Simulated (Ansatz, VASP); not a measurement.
**Cl: VASP beside Ansatz**

```
Cl
1.0
     5.51183    0.00000    0.00000
     0.00000    5.51183    0.00000
     0.00000    0.00000    5.51183
Cl
8
Direct
  0.50000 0.50000 0.50000
  0.00000 0.00000 0.00000
  0.25000 0.00000 0.50000
  0.50000 0.25000 0.00000
  0.50000 0.75000 0.00000
  0.75000 0.00000 0.50000
  0.00000 0.50000 0.75000
  0.00000 0.50000 0.25000
```

Alike in both runs: functional PBE; k mesh 4 × 4 × 4; occupations gaussian, width 0.1 eV; no spin polarisation.

Ansatz relaxed the structure, and its values are those at the end. VASP's run is a single point on that final structure, the one shown.

|  | VASP | Ansatz |
| --- | --- | --- |
| version | VASP 6.6.1 | Ansatz 0.2.0 |
| potentials or method | VASP PAW PBE potentials, release 64 (Cl), cutoff 520 eV | scalar-relativistic, plane waves, PAW |
| valence electrons in the cell | 56 | 56 |

```tsv
	VASP	Ansatz	Ansatz less VASP
gap on the k mesh at the Fermi level (eV)	none	none	-
pressure (GPa)	0.0	0.1	+0.11
```

A gap of «none» marks a metal or a gap that the smearing closes. With one functional, cell and mesh, what is left measures potentials, basis and numerics.
